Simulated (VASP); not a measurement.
A run of VASP 6.6.1 is set up as follows.

File INCAR:

```
  PREC = Accurate
  ENCUT = 600
  EDIFF = 1E-6
  ISMEAR = -1
  SIGMA = 0.05
  LREAL = F
  LASPH = T
  NELM = 100
  ALGO = Normal
  ISIF = 3
  LWAVE = F
  LCHARG = F
  IBRION = 2
  NSW = 60
  EDIFFG = -0.01
```

Contents of KPOINTS:

```
regular mesh
0
Gamma
  6 6 6
```

Contents of POSCAR:

```
Ti3S2
1.0
    2.7131139241      1.5664170544      3.2376184047
   -2.7131139241      1.5664170544      3.2376184047
    0.0000000000     -3.1328341088      3.2376184047
Ti S
3 2
Direct
    0.0000000000      0.3356550000      0.6643450000
    0.6643450000      0.0000000000      0.3356550000
    0.3356550000      0.6643450000      0.0000000000
    0.1678390000      0.1678390000      0.1678390000
    0.8321610000      0.8321610000      0.8321610000
```

Potentials or basis: VASP PAW LDA potentials, release 64 (Ti_sv, S).

Command:

```bash
$ cat potpaw_LDA.64/Ti_sv/POTCAR potpaw_LDA.64/S/POTCAR > POTCAR
$ mpirun -np 1 vasp_std > vasp.out
```

Estimate the relaxed cell.

a = 4.419 Å, b = 4.419 Å, c = 4.419 Å, α = 73.97°, β = 73.97°, γ = 73.97°.

Predict the relaxed volume.

15.56 Å³/atom.

Estimate the band gap on the k mesh.

zero (bands 24 and 25 overlap by 0.21 eV).

What does it give for the space group after relaxing (to 0.1 Å)?

R32 (No. 155).

Stress tensor (GPa, compression positive):
```
 0.06  0.00  0.00
 0.00  0.06  0.00
 0.00  0.00 -0.02
```
